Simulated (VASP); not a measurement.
Wanted: the native input for a VASP 6.6.1 run.

```
Task                   : single point
Functional             : PBEsol
Potentials or basis    : VASP PAW PBE potentials, release 64 (In_d, Se)
Cutoff                 : 520 eV
k mesh                 : 6 × 6 × 2
Occupations            : gaussian, width 0.1 eV
Spin                   : no spin polarisation
Dipole correction      : no
Further INCAR settings : ALGO = Normal; EDIFF = 1e-06; NBANDS = 34
```

The structure of InSe2 lies in POSCAR:

```
InSe2
1.0
    3.8948930000      0.0000000000      0.0000000000
    0.0000000000      3.8948930000      0.0000000000
    0.0000000000      0.0000000000      9.6262310000
In Se
2 4
Direct
    0.0000000000      0.5000000000      0.7064680000
    0.5000000000      0.0000000000      0.2935320000
    0.0000000000      0.5000000000      0.3662120000
    0.5000000000      0.0000000000      0.6337880000
    0.0000000000      0.0000000000      0.0000000000
    0.5000000000      0.5000000000      0.0000000000
```

The input as run:

INCAR

```
PREC = Accurate
ENCUT = 520
EDIFF = 1E-6
ISMEAR = 0
SIGMA = 0.1
LREAL = F
LASPH = T
NELM = 80
ALGO = Normal
ISIF = 2
LWAVE = F
LCHARG = F
GGA = PS
NBANDS = 34
```

KPOINTS

```
regular mesh
0
Gamma
  6 6 2
```

Potentials or basis: VASP PAW PBE potentials, release 64 (In_d, Se).

Run with:

```bash
$ cat potpaw_PBE.64/In_d/POTCAR potpaw_PBE.64/Se/POTCAR > POTCAR
$ mpirun -np 1 vasp_std > vasp.out
```

Results of the run:

| Property | Result |
| --- | --- |
| Pressure | -3.4 GPa |
| Largest force | 0.093 eV/Å |
| Band gap on the k mesh | zero (band 25 reaches 5.40 eV, above the bottom of band 26 at 3.48 eV) |

Caveat: the PAW data sets were made with another functional, which shifts forces and pressure a little; spin-orbit coupling is left out, which moves the levels of the heavy elements.

It took 73 s on 1 thread of Intel(R) Xeon(R) Platinum 8488C (Sapphire Rapids) (shared host), peak memory 0.28 GiB.
